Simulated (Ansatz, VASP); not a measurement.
Ga: VASP beside Ansatz

Contents of INCAR:

```
SYSTEM = Ga
PREC     = Accurate       ! precision mode
ENCUT    = 520            ! plane-wave cutoff, eV
EDIFF    = 1E-7           ! SCF threshold, eV
ISMEAR   = -1             ! smearing method
SIGMA    = 0.08           ! smearing width, eV
LREAL    = .FALSE.        ! projectors in reciprocal space
LASPH    = .TRUE.         ! aspherical terms in the spheres
NELM     = 60             ! most SCF steps
ALGO     = Normal         ! electronic algorithm
ISIF     = 2              ! what is computed and relaxed
LWAVE    = .FALSE.        ! write WAVECAR
LCHARG   = .FALSE.        ! write CHGCAR
GGA      = PE             ! functional
NBANDS   = 20             ! bands
```

KPOINTS

```
Automatic mesh
0
G
  12 12 10
  0 0 0
```

POSCAR

```
Ga
1.0
    1.5109750000     -4.0867500000      0.0392250000
    1.3890250000      4.0432500000     -0.0827250000
   -0.0475500000     -0.0475500000      3.1700000000
Ga
2
Direct
    0.8670000000      0.1330000000      0.2500000000
    0.1330000000      0.8670000000      0.7500000000
```

Input for Ansatz:

```yaml
crystal:
  lattice:
    - [1.510975, -4.08675, 0.039225]
    - [1.389025, 4.04325, -0.082725]
    - [-0.04755, -0.04755, 3.17]
  atoms:
    - { symbol: Ga, position: [0.867, 0.133, 0.25] }
    - { symbol: Ga, position: [0.133, 0.867, 0.75] }
kpoints:
  mp_grid: { grid: [12, 12, 10] }
  band_path:
    path:
      - [0.0, 0.0, 0.0]
      - [0.0, 0.0, 0.5]
      - [-0.5, 0.0, 0.0]
      - [0.0, 0.0, 0.0]
      - [0.5, -0.5, 0.0]
      - [0.0, -0.5, 0.5]
      - [0.0, 0.0, 0.0]
      - [0.0, -0.5, 0.0]
      - [0.5, -0.5, 0.5]
    npoints: 5
scf:
  occupations: { method: fermi_dirac, width: 0.08 }
hamiltonian:
  xc: pbe
  pseudopotentials: { kind: all_electron, lapw: { basis_error: 0.001 } }
output:
  forces: true
  stress: true
  eigenvalues: true
```

Change from the starting cell: equal xy, yz and zx shear strains of -3 %.

Alike in both runs: task single point; functional PBE; k mesh 12 × 12 × 10; occupations fermi-dirac, width 0.08 eV; no spin polarisation.

|  | VASP | Ansatz |
| --- | --- | --- |
| version | VASP 6.6.1 | Ansatz 0.2.0 |
| potentials or method | VASP PAW PBE potentials, release 64 (Ga_d), cutoff 520 eV | all-electron LAPW, scalar-relativistic |

```csv
,VASP,Ansatz,Ansatz less VASP
pressure (GPa),1.9,1.8,-0.08
"traceless stress, the component that is largest in VASP (GPa)",-2.32,-2.31,+0.015
rms of the force components (eV/Å),0.114,0.113,-0.0008
```

Atom by atom the forces differ by 0.001 eV/Å (rms over components). Ansatz ran all-electron here, and VASP with PAW potentials.
